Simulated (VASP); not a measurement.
Wanted: the native input for a VASP 6.6.1 run.

```yaml
Task: relaxation of cell and atoms
Functional: LDA
Potentials_or_basis: VASP PAW LDA potentials, release 64 (Hf_pv)
Cutoff: 600 eV
k_mesh: 9 × 9 × 5
Occupations: fermi-dirac, width 0.02 eV
Spin: no spin polarisation
Dipole_correction: no
Further_INCAR_settings: ALGO = Normal; EDIFF = 1e-06; IBRION = 2; EDIFFG = -0.01; NSW = 60; ISIF = 3
```

The structure of Hf lies in POSCAR:

```
Hf
1.0
    3.1967000000      0.0000000000      0.0000000000
   -1.5983500000      2.7684234083      0.0000000000
    0.0000000000      0.0000000000      5.0578000000
Hf
2
Direct
    0.3333330000      0.6666670000      0.2500000000
    0.6666670000      0.3333330000      0.7500000000
```

The input as run:

INCAR

```
SYSTEM = Hf
PREC = Accurate ; ENCUT = 600
EDIFF = 1E-6 ; ISMEAR = -1
SIGMA = 0.02 ; LREAL = .FALSE.
LASPH = .TRUE. ; NELM = 100
ALGO = Normal ; ISIF = 3
LWAVE = .FALSE. ; LCHARG = .FALSE.
IBRION = 2 ; NSW = 60
EDIFFG = -0.01
```

KPOINTS

```
regular mesh
0
G
  9 9 5
  0 0 0
```

Potentials or basis: VASP PAW LDA potentials, release 64 (Hf_pv).

Command:

```console
$ cat potpaw_LDA.64/Hf_pv/POTCAR > POTCAR
$ mpirun -np 1 vasp_std > vasp.out
```

Results of the run:

```json
{
  "Relaxed volume": "20.83 Å³/atom",
  "Relaxed cell": "a = 3.116 Å, b = 3.116 Å, c = 4.955 Å, α = 90.00°, β = 90.00°, γ = 120.00°",
  "Space group after relaxing (to 0.05 Å)": "P6_3/mmc (No. 194)",
  "Energy gained by relaxing": "39.5 meV/atom",
  "Ionic steps": "9",
  "Pressure after relaxing": "0.0 GPa",
  "Band gap on the k mesh": "zero (band 10 reaches 6.44 eV, above the bottom of band 11 at 4.99 eV)"
}
```

Caveat: spin-orbit coupling is left out, which moves the levels of the heavy elements.

Run time: 68 s on 1 thread of Intel(R) Xeon(R) Platinum 8488C (Sapphire Rapids), with other jobs on the host, peak memory 0.18 GiB.
